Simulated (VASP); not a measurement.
# GaP (F-43m) in VASP: a series of runs, part 2 of 2

VASP 6.6.1. Earlier steps stand in the parts before.

## Step 4: Electric field gradients, LDA (volume scaled by 1.01)

Input file INCAR:

```
PREC     = Accurate       # precision mode
ENCUT    = 520            # plane-wave cutoff, eV
EDIFF    = 1E-8           # SCF threshold, eV
ISMEAR   = -1             # smearing method
SIGMA    = 0.05           # smearing width, eV
LREAL    = F              # projectors in reciprocal space
LASPH    = T              # aspherical terms in the spheres
NELM     = 80             # most SCF steps
ALGO     = Normal         # electronic algorithm
ISIF     = 2              # what is computed and relaxed
LWAVE    = F              # write WAVECAR
LCHARG   = F              # write CHGCAR
GGA      = CA             # functional
LEFG     = T            
NBANDS   = 16             # bands
```

Input file KPOINTS:

```
regular mesh
0
Gamma
  10 10 10
```

Input file POSCAR:

```
GaP
1.0
    0.0000000000      2.7343040532      2.7343040532
    2.7343040532      0.0000000000      2.7343040532
    2.7343040532      2.7343040532      0.0000000000
Ga P
1 1
Direct
    0.0000000000      0.0000000000      0.0000000000
    0.7500000000      0.7500000000      0.7500000000
```

Potentials or basis: VASP PAW LDA potentials, release 64 (Ga_d, P).

The run is started by

```sh
> cat potpaw_LDA.64/Ga_d/POTCAR potpaw_LDA.64/P/POTCAR > POTCAR
> mpirun -np 1 vasp_std > vasp.out
```

OUTCAR:

```text
PREC = Accurate
   ENCUT = 520
   EDIFF = 1E-8
   ISMEAR = -1
   LREAL = F
   LASPH = T
   NELM = 80
   ISIF = 2
   GGA = CA

 ion  position               nearest neighbor table
   1  0.000  0.000  0.000-   2 2.37   2 2.37   2 2.37   2 2.37
   2  0.750  0.750  0.750-   1 2.37   1 2.37   1 2.37   1 2.37

  LATTYP: Found a face centered cubic cell.
 ALAT       =     5.4686081064

  Lattice vectors:

 A1 = (   0.0000000000,   2.7343040532,   2.7343040532)
 A2 = (   2.7343040532,   0.0000000000,   2.7343040532)
 A3 = (   2.7343040532,   2.7343040532,   0.0000000000)

Analysis of symmetry for initial positions (statically):
=====================================================================
 Subroutine PRICEL returns:
 Original cell was already a primitive cell.

 Routine SETGRP: Setting up the symmetry group for a
 face centered cubic supercell.

[... 643 lines left out ...]
  energy-cutoff  :      520.00
  volume of cell :       40.89
      direct lattice vectors                 reciprocal lattice vectors
     0.000000000  2.734304053  2.734304053    -0.182861887  0.182861887  0.182861887
     2.734304053  0.000000000  2.734304053     0.182861887 -0.182861887  0.182861887
     2.734304053  2.734304053  0.000000000     0.182861887  0.182861887 -0.182861887

 POSITION                                       TOTAL-FORCE (eV/Angst)
 -----------------------------------------------------------------------------------
      0.00000      0.00000      0.00000         0.000000      0.000000      0.000000
      4.10146      4.10146      4.10146        -0.000000     -0.000000     -0.000000
 -----------------------------------------------------------------------------------
    total drift:                               -0.000000     -0.000000     -0.000000

  FREE ENERGIE OF THE ION-ELECTRON SYSTEM (eV)
  ---------------------------------------------------
  free  energy   TOTEN  =       -10.4349874041 eV

  energy  without entropy=      -10.4349873946  energy(sigma->0) =      -10.43498740

 Electric field gradients (V/A^2)
---------------------------------------------------------------------
 ion       V_xx      V_yy      V_zz      V_xy      V_xz      V_yz
---------------------------------------------------------------------
   1       0.000    -0.000    -0.000    -0.002    -0.002    -0.002
   2      -0.000    -0.000    -0.000    -0.000    -0.000    -0.000
---------------------------------------------------------------------

 Electric field gradients after diagonalization (V/A^2)
 (convention: |V_zz| > |V_xx| > |V_yy|)
----------------------------------------------------------------------
 ion       V_xx      V_yy      V_zz     asymmetry (V_yy - V_xx)/ V_zz
----------------------------------------------------------------------
   1       0.002     0.002    -0.003       0.000
   2       0.000     0.000    -0.000       0.000
----------------------------------------------------------------------

           NMR quadrupolar parameters

 Cq : quadrupolar parameter    Cq=e*Q*V_zz/h
 eta: asymmetry parameters     (V_yy - V_xx)/ V_zz
 Q  : nuclear electric quadrupole moment in mb (millibarn)
----------------------------------------------------------------------
 ion       Cq(MHz)       eta       Q (mb)
----------------------------------------------------------------------
   1      -0.000       0.000       1.000
   2      -0.000       0.000       1.000
----------------------------------------------------------------------
```

OSZICAR:

```text
N       E                     dE             d eps       ncg     rms          rms(c)
DAV:   1     0.808607348804E+02    0.80861E+02   -0.89908E+03  1528   0.161E+03
DAV:   2    -0.418752461400E+01   -0.85048E+02   -0.80961E+02  1744   0.315E+02
DAV:   3    -0.106410252586E+02   -0.64535E+01   -0.64335E+01  1864   0.667E+01
DAV:   4    -0.107472829238E+02   -0.10626E+00   -0.10623E+00  1912   0.937E+00
DAV:   5    -0.107492453538E+02   -0.19624E-02   -0.19624E-02  1936   0.113E+00    0.426E+00
DAV:   6    -0.104855458495E+02    0.26370E+00   -0.35952E-01  2344   0.101E+01    0.273E+00
DAV:   7    -0.104398225965E+02    0.45723E-01   -0.79891E-02  2040   0.194E+00    0.103E+00
DAV:   8    -0.104350092817E+02    0.48133E-02   -0.10993E-02  1776   0.115E+00    0.177E-01
DAV:   9    -0.104349786659E+02    0.30616E-04   -0.97614E-04  2240   0.410E-01    0.648E-02
DAV:  10    -0.104349812513E+02   -0.25854E-05   -0.51150E-05  2136   0.776E-02    0.287E-02
DAV:  11    -0.104349876635E+02   -0.64123E-05   -0.89985E-06  1880   0.448E-02    0.744E-03
DAV:  12    -0.104349874396E+02    0.22397E-06   -0.54301E-07  1864   0.739E-03    0.522E-03
DAV:  13    -0.104349874040E+02    0.35539E-07   -0.22518E-07  1984   0.448E-03    0.854E-04
DAV:  14    -0.104349874041E+02   -0.52751E-10   -0.92347E-09  1304   0.105E-03
   1 F= -.10434987E+02 E0= -.10434987E+02  d E =-.950624E-08
```

It took 33 s on 1 thread of AMD EPYC 7R43 (Zen 3), shared host; peak memory 0.13 GiB.

Results:

```yaml
Free_energy: -10.4350 eV
Pressure: -3.4 GPa
Band_gap_on_the_k_mesh: 1.47 eV, indirect (least direct gap 1.56 eV)
```

Levels at points of the mesh, in eV from the valence-band top:
```tsv
k point	band 6	band 7	band 8	band 9	band 10	band 11	band 12	band 13
(0.00, 0.00, 0.00)	-12.43	0.00	0.00	0.00	1.56	3.80	3.80	3.80
(0.50, 0.00, 0.00)	-10.38	-6.65	-1.11	-1.11	1.49	4.63	4.63	8.03
(0.50, 0.50, 0.00)	-9.48	-6.79	-2.67	-2.67	1.52	1.69	10.38	10.38
```

Caveat: without QUAD_EFG the Cq values of the log hold for a quadrupole moment of 1 mb, not for the nuclei. A k mesh can miss the band edges.

## Step 5: How close it comes

Step 2. Against the measured gap of GaP, 2.34 eV (indirect; 10 K; quoted in “Stacking defects in GaP nanowires: Electronic structure and optical properties”, 2018, arxiv:1810.01194), the calculated 1.45 eV is off by -0.89 eV. Spin-orbit coupling on Ga is left out. The value is that of LDA on a finite k mesh, which can miss the band edges, without temperature or zero-point motion. Semilocal functionals fall short of measured gaps as a rule.
